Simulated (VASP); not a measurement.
Co3Si8Ni, 12 atoms in the cell. It takes space group Pm-3m (No. 221, cubic). Conventional cell: a = 5.371 Å, b = 5.371 Å, c = 5.371 Å, α = 90.00°, β = 90.00°, γ = 90.00°. Within 3.1 Å of Co (site symmetry 4/mmm) lie 8 Si at 2.32 Å. Within 3.1 Å of Si (site symmetry 3m) lie 3 Co at 2.32 Å and 1 Ni at 2.35 Å and 6 Si at 2.66 to 2.71 Å. Ni (site symmetry m-3m) has 8 Si at 2.35 Å within 3.1 Å. 

| Item | Value |
| --- | --- |
| Program | VASP 6.6.1 |
| Task | relaxation of cell and atoms |
| Functional | PBE |
| Potentials or basis | VASP PAW PBE potentials, release 64 (Co, Si, Ni) |
| Cutoff | 600 eV |
| k mesh | 8 × 8 × 8 |
| Occupations | gaussian, width 0.1 eV |
| Spin | no spin polarisation |
| Dipole correction | no |
| Further INCAR settings | ALGO = Normal; EDIFF = 1e-06; IBRION = 2; EDIFFG = -0.01; NSW = 100; ISIF = 3 |

Potentials or basis: VASP PAW PBE potentials, release 64 (Co, Si, Ni).

The run is started by

```bash
$ cat potpaw_PBE.64/Co/POTCAR potpaw_PBE.64/Si/POTCAR potpaw_PBE.64/Ni/POTCAR > POTCAR
$ mpirun -np 1 vasp_std > vasp.out
```

Hardware: 1 thread of Intel(R) Xeon(R) 6975P-C (Granite Rapids), on a shared host.

Question: How long does it take, and how much memory?

Answer: It took 6.2 min on 1 thread of Intel(R) Xeon(R) 6975P-C (Granite Rapids), with other jobs on the host, peak memory 0.5 GiB. Counts: scf iterations 31, k points 35, ion steps 3.
